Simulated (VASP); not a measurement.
# InGaTe3 (Pm-3m) in VASP: further runs

InGaTe3 is run at these levels: PBE; tasks: relaxation of cell and atoms.

All numbers are computed with VASP 6.6.1; they aren't measurements. Logs are shortened: lines on timing, memory, paths and dates and some standing lists are left out, and cuts for length are marked.

**1. The cell of the first run**

It takes space group Pm-3m (No. 221, cubic). The conventional cell has a = 5.649 Å, b = 5.649 Å, c = 5.649 Å, α = 90.00°, β = 90.00°, γ = 90.00°. In (site symmetry m-3m) has 12 Te at 3.99 Å and 8 Ga at 4.89 Å within 5.2 Å. Ga (site symmetry m-3m) has 6 Te at 2.82 Å within 3.7 Å. Te (site symmetry 4/mmm) has 2 Ga at 2.82 Å within 3.7 Å.

**2. Relaxation of cell and atoms, PBE**

The input, INCAR:

```
SYSTEM = InGaTe3
PREC     = Accurate       ! precision mode
ENCUT    = 600            ! plane-wave cutoff, eV
EDIFF    = 1E-6           ! SCF threshold, eV
ISMEAR   = 0              ! smearing method
SIGMA    = 0.1            ! smearing width, eV
LREAL    = .FALSE.        ! projectors in reciprocal space
LASPH    = .TRUE.         ! aspherical terms in the spheres
NELM     = 60             ! most SCF steps
ALGO     = Normal         ! electronic algorithm
ISIF     = 3              ! what is computed and relaxed
LWAVE    = .FALSE.        ! write WAVECAR
LCHARG   = .FALSE.        ! write CHGCAR
GGA      = PE             ! functional
IBRION   = 2              ! ionic algorithm
NSW      = 90             ! ionic steps
EDIFFG   = -0.04          ! ionic threshold
```

The input, KPOINTS:

```
regular mesh
0
G
  4 4 4
  0 0 0
```

The input, POSCAR:

```
InGaTe3
1.0
    5.6488726200      0.0000000000      0.0000000000
    0.0000000000      5.6488726200      0.0000000000
    0.0000000000      0.0000000000      5.6488726200
In Ga Te
1 1 3
Direct
    0.5000000000      0.5000000000      0.5000000000
    0.0000000000      0.0000000000      0.0000000000
    0.5000000000      0.0000000000      0.0000000000
    0.0000000000      0.5000000000      0.0000000000
    0.0000000000      0.0000000000      0.5000000000
```

Potentials or basis: VASP PAW PBE potentials, release 64 (In_d, Ga_d, Te).

The run is started by

```bash
$ cat potpaw_PBE.64/In_d/POTCAR potpaw_PBE.64/Ga_d/POTCAR potpaw_PBE.64/Te/POTCAR > POTCAR
$ mpirun -np 1 vasp_std > vasp.out
```

OUTCAR:

```text
SYSTEM = InGaTe3
   PREC = Accurate
   ENCUT = 600
   EDIFF = 1E-6
   ISMEAR = 0
   LREAL = .FALSE.
   LASPH = .TRUE.
   NELM = 60
   ISIF = 3
   GGA = PE
   IBRION = 2
   NSW = 90
   EDIFFG = -0.04

 ion  position               nearest neighbor table
   1  0.500  0.500  0.500-
   2  0.000  0.000  0.000-   3 2.82   4 2.82   5 2.82   5 2.82   4 2.82   3 2.82
   3  0.500  0.000  0.000-   2 2.82   2 2.82
   4  0.000  0.500  0.000-   2 2.82   2 2.82
   5  0.000  0.000  0.500-   2 2.82   2 2.82

  LATTYP: Found a simple cubic cell.
 ALAT       =     5.6488726200

  Lattice vectors:

 A1 = (   5.6488726200,   0.0000000000,   0.0000000000)
 A2 = (   0.0000000000,   5.6488726200,   0.0000000000)
 A3 = (   0.0000000000,   0.0000000000,   5.6488726200)

Analysis of symmetry for initial positions (statically):
=====================================================================
 Subroutine PRICEL returns:
 Original cell was already a primitive cell.

 Routine SETGRP: Setting up the symmetry group for a
 simple cubic supercell.

 Subroutine GETGRP returns: Found 48 space group operations
 (whereof 48 operations were pure point group operations)
 out of a pool of 48 trial point group operations.

The static configuration has the point symmetry O_h .

Analysis of symmetry for dynamics (positions and initial velocities):
=====================================================================
 Subroutine PRICEL returns:
 Original cell was already a primitive cell.

 Routine SETGRP: Setting up the symmetry group for a
 simple cubic supercell.

 Subroutine GETGRP returns: Found 48 space group operations
 (whereof 48 operations were pure point group operations)
 out of a pool of 48 trial point group operations.

The dynamic configuration has the point symmetry O_h .

 Subroutine INISYM returns: Found 48 space group operations
 (whereof 48 operations are pure point group operations),
 and found     1 'primitive' translations

----------------------------------------------------------------------------------------

                                     Primitive cell

  volume of cell :     180.2542

  direct lattice vectors                    reciprocal lattice vectors
[... 64 lines left out ...]
   dimension x,y,z NGXF=    96 NGYF=   96 NGZF=   96
   ions per type =               1   1   3
   NGX,Y,Z   is equivalent  to a cutoff of  14.13, 14.13, 14.13 a.u.
   NGXF,Y,Z  is equivalent  to a cutoff of  28.25, 28.25, 28.25 a.u.
 SYSTEM =  InGaTe3
   PREC   = accura    normal or accurate (medium, high low for compatibility)
   ISTART =      0    job   : 0-new  1-cont  2-samecut
   ICHARG =      2    charge: 1-file 2-atom 10-const
   ISPIN  =      1    spin polarized calculation?
   LNONCOLLINEAR =      F non collinear calculations
   LSORBIT =      F    spin-orbit coupling
   LASPH  =      T    aspherical Exc in radial PAW
   ENCUT  =  600.0 eV  44.10 Ry    6.64 a.u.  11.28 11.28 11.28*2*pi/ulx,y,z
   NELM   =     60;   NELMIN=  2; NELMDL= -5     # of ELM steps
   EDIFF  = 0.1E-05   stopping-criterion for ELM
   LREAL  =      F    real-space projection
   EDIFFG = -.4E-01   stopping-criterion for IOM
   NSW    =     90    number of steps for IOM
   IBRION =      2    ionic relax: 0-MD 1-quasi-New 2-CG
   NFREE  =      1    steps in history (QN), initial steepest desc. (CG)
   ISIF   =      3    stress and relaxation
   ISYM   =      2    0-nonsym 1-usesym 2-fastsym
   POTIM  = 0.5000    time-step for ionic-motion
   TEBEG  =    0.0;   TEEND  =   0.0 temperature during run
   PSTRESS=    0.0 pullay stress
   NELECT =      44.0000    total number of electrons
   NUPDOWN=      -1.0000    fix difference up-down
   EMIN   =  10.00;   EMAX   =-10.00  energy-range for DOS
   EFERMI =   0.00;   METHOD = LEGACY
   ISMEAR =     0;   SIGMA  =   0.10  broadening in eV -4-tet -1-fermi 0-gaus
   EFERMI_NEDOS =   21; number of points for ismear=-14 and -15
   IALGO  =     38    algorithm
   IMIX   =      4    mixing-type and parameters
     AMIX     =   0.40;   BMIX     =  1.00
     AMIX_MAG =   1.60;   BMIX_MAG =  1.00
  volume/ion in A,a.u.               =      36.05       243.28
  Fermi-wavevector in a.u.,A,eV,Ry     =   1.023130  1.933434 14.242497  1.046794
  Thomas-Fermi vector in A             =   2.156846
   LORBIT       =      0    0 simple, 1 ext, 2 COOP (PROOUT), +10 PAW based schemes
   GGA     = PE    functional components
   LHFCALC =     F    Hartree Fock is set to
   AEXX    =    0.0000 exact exchange contribution
   IVDW    =     0    specifies the selected vdW correction
   LEPSILON=     F    determine dielectric tensor
   LRPA    =     F    only Hartree local field effects (RPA)
 conjugate gradient relaxation of ions
 non-spin polarized calculation
 Gauss-broadening in eV      SIGMA  =   0.10
  energy-cutoff  :      600.00
  volume of cell :      180.25
 maximum number of plane-waves:      6062
 NGX is ok and might be reduce to    48
   NGX = 23   NGY = 23   NGZ = 23

--------------------------------------- Ionic step        1  -------------------------------------------

 number of electron      43.9999998 magnetization

 Free energy of the ion-electron system (eV)
  ---------------------------------------------------
  ext. energy  EPLUGINS =         0.00000000
  ---------------------------------------------------
  free energy    TOTEN  =       -13.98523038 eV

  energy without entropy =      -13.93025238  energy(sigma->0) =      -13.95774138

------------------------ aborting loop because EDIFF is reached ----------------------------------------

  FORCE on cell =-STRESS in cart. coord.  units (eV):
  Direction    XX          YY          ZZ          XY          YZ          ZX
  --------------------------------------------------------------------------------------
  -------------------------------------------------------------------------------------
  Total       -2.6406147     -2.6406147     -2.6406147      0.0000000      0.0000000     -0.0000000
  in kB      -23.4709291    -23.4709291    -23.4709291      0.0000000      0.0000000     -0.0000000
  external PRESSURE =     -23.4709291 kB  Pullay stress =       0.0000000 kB
[... 65 lines left out ...]
--------------------------------------- Ionic step        3  -------------------------------------------

 number of electron      44.0000000 magnetization

 Free energy of the ion-electron system (eV)
  ---------------------------------------------------
  ext. energy  EPLUGINS =         0.00000000
  ---------------------------------------------------
  free energy    TOTEN  =       -14.10996803 eV

  energy without entropy =      -14.05536082  energy(sigma->0) =      -14.08266443

 E-fermi :   4.5229     XC(G=0):  -9.0162

 val. band max:        4.4920247933   @ k =   0.5000   0.5000   0.2500
 cond. band min:       4.5297564867   @ k =   0.2500   0.2500   0.2500
 fundamental gap:      0.0377316934
 Fermi energy:         4.5228799980

 k-point     1 :       0.0000    0.0000    0.0000
  band No.  band energies     occupation
      1     -10.5093      2.00000
      2     -10.5093      2.00000
      3     -10.3987      2.00000
      4     -10.3987      2.00000
      5     -10.3987      2.00000
      6      -9.6089      2.00000
[... 311 lines left out ...]
  FREE ENERGIE OF THE ION-ELECTRON SYSTEM (eV)
  ---------------------------------------------------
  free  energy   TOTEN  =       -14.1099680323 eV

  energy  without entropy=      -14.0553608231  energy(sigma->0) =      -14.08266443

 reached required accuracy - stopping structural energy minimisation
```

CONTCAR:

```text
InGaTe3
   1.00000000000000
     5.4815983699822111   -0.0000000000000000   -0.0000000000000000
     0.0000000000000000    5.4815983699822111    0.0000000000000000
    -0.0000000000000000    0.0000000000000000    5.4815983699822111
  In              Ga              Te
     1     1     3
Direct
     0.5000000000000000    0.5000000000000000    0.5000000000000000
     0.0000000000000000    0.0000000000000000    0.0000000000000000
     0.5000000000000000    0.0000000000000000    0.0000000000000000
     0.0000000000000000    0.5000000000000000    0.0000000000000000
     0.0000000000000000    0.0000000000000000    0.5000000000000000

  0.00000000E+00  0.00000000E+00  0.00000000E+00
  0.00000000E+00  0.00000000E+00  0.00000000E+00
  0.00000000E+00  0.00000000E+00  0.00000000E+00
  0.00000000E+00  0.00000000E+00  0.00000000E+00
  0.00000000E+00  0.00000000E+00  0.00000000E+00
```

Run time: 78 s. Hardware: 1 thread of Intel Xeon 6975P-C (Granite Rapids), shared host; peak memory 0.38 GiB.

Results:

```
Free energy                            : -14.1100 eV
Relaxed volume                         : 32.94 Å³/atom
Relaxed cell                           : a = 5.482 Å, b = 5.482 Å, c = 5.482 Å, α = 90.00°, β = 90.00°, γ = 90.00°
Space group after relaxing (to 0.05 Å) : Pm-3m (No. 221)
Energy gained by relaxing              : 24.9 meV/atom
Ionic steps                            : 3
Pressure after relaxing                : 0.0 GPa
Band gap on the k mesh                 : zero (band 22 reaches 5.36 eV, above the bottom of band 23 at 3.99 eV)
```

The path:
| step | energy change (eV) | largest force (eV/Å) | pressure (GPa) | volume (Å³) |
| --- | --- | --- | --- | --- |
| 1 | 0.0000 | 0.0000 | -2.35 | 180.25 |
| 2 | -0.1220 | 0.0000 | -0.41 | 166.82 |
| 3 | -0.1247 | 0.0000 | 0.00 | 164.71 |

Final structure:
```yaml
crystal:
  lattice:
    - [5.48160, 0.00000, 0.00000]
    - [0.00000, 5.48160, 0.00000]
    - [0.00000, 0.00000, 5.48160]
  atoms:
    - { symbol: In, position: [0.50000, 0.50000, 0.50000] }
    - { symbol: Ga, position: [0.00000, 0.00000, 0.00000] }
    - { symbol: Te, position: [0.50000, 0.00000, 0.00000] }
    - { symbol: Te, position: [0.00000, 0.50000, 0.00000] }
    - { symbol: Te, position: [0.00000, 0.00000, 0.50000] }
```

Caveat: spin-orbit coupling is left out, which moves the levels of the heavy elements.

(Continued in part 2 of 2.)
